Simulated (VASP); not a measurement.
## AlCu5: single point with PBE

Crystal: AlCu5.

```
CELL_PARAMETERS angstrom
4.49087 0.00000 0.00000
-2.24543 3.88921 0.00000
0.00000 0.00000 4.23469
ATOMIC_POSITIONS crystal
Al 0.00000 0.00000 0.50000
Cu 0.66557 0.00000 0.00000
Cu 0.00000 0.66557 0.00000
Cu 0.33443 0.33443 0.00000
Cu 0.33333 0.66667 0.50000
Cu 0.66667 0.33333 0.50000
```

- Program: VASP 6.6.1
- Task: single point
- Functional: PBE
- Potentials or basis: VASP PAW PBE potentials, release 64 (Al, Cu)
- Cutoff: 520 eV
- k mesh: 12 × 12 × 10
- Occupations: fermi-dirac, width 0.15 eV
- Spin: no spin polarisation
- Dipole correction: no
- Further INCAR settings: ALGO = Fast; EDIFF = 1e-07; NBANDS = 38

The pressure is 0.5 GPa, the largest force is 0.006 eV/Å and the band gap on the k mesh is zero (band 29 reaches 10.54 eV, above the bottom of band 30 at 6.24 eV).

Forces in eV/Å, atoms in the order of the input:
```
Al   0.000  0.000  0.000
Cu   0.006  0.000  0.000
Cu  -0.003  0.005  0.000
Cu  -0.003 -0.005  0.000
Cu   0.000  0.000  0.000
Cu   0.000  0.000  0.000
```

Levels at points of the mesh, in eV from the Fermi level:
```tsv
k point	band 25	band 26	band 27	band 28	band 29	band 30	band 31	band 32	band 33	band 34
(0.00, 0.00, 0.00)	-2.09	-2.09	-1.95	1.42	1.53	1.53	1.78	1.78	2.15	2.81
(0.50, 0.00, 0.00)	-2.19	-2.01	-1.87	-1.12	0.28	2.05	2.16	2.68	3.74	6.06
(0.00, 0.00, 0.50)	-2.12	-2.12	-2.08	1.91	1.91	2.85	3.30	3.30	3.63	4.09
(0.50, 0.00, 0.50)	-2.02	-2.00	-1.86	-1.81	-1.79	-0.98	-0.12	2.82	3.48	8.99
```

It took 5.6 min on 1 thread of Intel Xeon 6975P-C, with other jobs on the host, peak memory 0.37 GiB.
